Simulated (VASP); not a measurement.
A run of VASP 6.6.1 is set up as follows.

File INCAR:

```
SYSTEM = Ge
ALGO = Normal
EDIFF = 1E-6
ENCUT = 520
GGA = PE
ISIF = 2
ISMEAR = 0
LASPH = .True.
LCHARG = .True.
LELF = .True.
LREAL = .False.
LVHAR = .True.
LWAVE = .False.
NBANDS = 96
NELM = 60
PREC = Accurate
SIGMA = 0.1
```

KPOINTS

```
k-points
0
Gamma
  3 3 4
  0 0 0
```

Contents of POSCAR:

```
Ge
1.0
    7.9039311212      0.0000000000      0.0000000000
   -3.9519655606      6.8450051407      0.0000000000
    0.0000000000      0.0000000000      5.5191950483
Ge
12
Direct
    0.2903213153      0.0000000000      0.0000000000
    0.0000000000      0.2903213153      0.6666666667
    0.7096786847      0.7096786847      0.3333333333
    0.7096786847      0.0000000000      0.5000000000
    0.0000000000      0.7096786847      0.1666666667
    0.2903213153      0.2903213153      0.8333333333
    0.4077864139      0.8155728279      0.7500000000
    0.1844271721      0.5922135861      0.4166666667
    0.4077864139      0.5922135861      0.0833333333
    0.5922135861      0.1844271721      0.2500000000
    0.8155728279      0.4077864139      0.9166666667
    0.5922135861      0.4077864139      0.5833333333
```

Potentials or basis: VASP PAW PBE potentials, release 64 (Ge_d).

Launch:

```console
$ cat potpaw_PBE.64/Ge_d/POTCAR > POTCAR
$ mpirun -np 1 vasp_std > vasp.out
```

Q: What does it give for the pressure?

A: -0.1 GPa.

Q: Predict the band gap on the k mesh.

A: 0.90 eV.

Forces on the atoms (eV/Å):
```
Ge  -0.023  0.000  0.000
Ge   0.011 -0.020  0.000
Ge   0.011  0.020  0.000
Ge   0.023  0.000  0.000
Ge  -0.011  0.020  0.000
Ge  -0.011 -0.020  0.000
Ge   0.000  0.032  0.000
Ge  -0.028 -0.016  0.000
Ge   0.028 -0.016  0.000
Ge   0.000 -0.032  0.000
Ge   0.028  0.016  0.000
Ge  -0.028  0.016  0.000
```

A k mesh can miss the band edges.
